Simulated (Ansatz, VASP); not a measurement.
# ZnS: VASP beside Ansatz

```xyz
8
Lattice="5.3890 0.0000 0.0000 0.0000 -5.3890 0.0000 0.0000 0.0000 -5.3890" Properties=species:S:1:pos:R:3 pbc="T T T"
Zn    0.0359    0.0163    0.0124
Zn    2.7100   -2.6684    0.0055
Zn    2.6857   -0.0373   -2.6916
Zn    0.0232   -2.6998   -2.6393
S     4.0388   -4.0801   -4.0554
S     1.2944   -1.3224   -4.0265
S     1.3327   -4.0605   -1.3753
S     4.0464   -1.3147   -1.3969
```

Change from the starting cell: all atoms moved at random (sigma 0.03 Å a component).

Alike in both runs: task single point; functional r2SCAN; k mesh 4 × 4 × 4; occupations gaussian, width 0.05 eV; no spin polarisation.

|  | VASP | Ansatz |
| --- | --- | --- |
| version | VASP 6.6.1 | Ansatz 0.2.0 |
| potentials or method | VASP PAW PBE potentials, release 64 (Zn, S), cutoff 520 eV | scalar-relativistic, plane waves, PAW |
| valence electrons in the cell | 72 | 72 |

```csv
,VASP,Ansatz,Ansatz less VASP
gap on the k mesh at the Fermi level (eV),2.67,2.66,-0.010
least direct gap on the mesh (eV),2.67,2.66,-0.010
pressure (GPa),0.3,0.2,-0.06
"traceless stress, the component that is largest in VASP (GPa)",-0.90,-0.90,-0.003
rms of the force components (eV/Å),0.291,0.290,-0.0010
```

VASP's potentials were made for PBE, not for r2SCAN. Atom by atom the forces differ by 0.010 eV/Å (rms over components). The functional is the same, so the differences come from potentials, cutoffs and numerics.
